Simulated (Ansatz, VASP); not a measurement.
**Two plane-wave programs on InAs**

```
In As
1.0
     3.02468    0.00000    0.00000
    -1.51234    2.61945    0.00000
     0.00000    0.00000    5.83709
In As
1 1
Direct
  0.00000 0.00000 0.37201
  0.00000 0.00000 0.87199
```

Alike in both runs: functional PBE; k mesh 8 × 8 × 3; occupations gaussian, width 0.2 eV; no spin polarisation.

Ansatz relaxed the structure, and its values are those at the end. VASP's run is a single point on that final structure, the one shown.

```csv
,VASP,Ansatz
version,VASP 6.6.1,Ansatz 0.2.0
potentials or method,"VASP PAW PBE potentials, release 64 (In_d, As), cutoff 500 eV","scalar-relativistic, plane waves, PAW"
valence electrons in the cell,18,28
```

|  | VASP | Ansatz | Ansatz less VASP |
| --- | --- | --- | --- |
| gap on the k mesh at the Fermi level (eV) | none | none | - |
| pressure (GPa) | 0.0 | 0.0 | -0.01 |

A gap of «none» marks a metal or a gap that the smearing closes. With one functional, cell and mesh, what is left measures potentials, basis and numerics. VASP's potentials hold 18 valence electrons a cell and Ansatz's 28, so a difference there can come from the potentials and not from the codes.
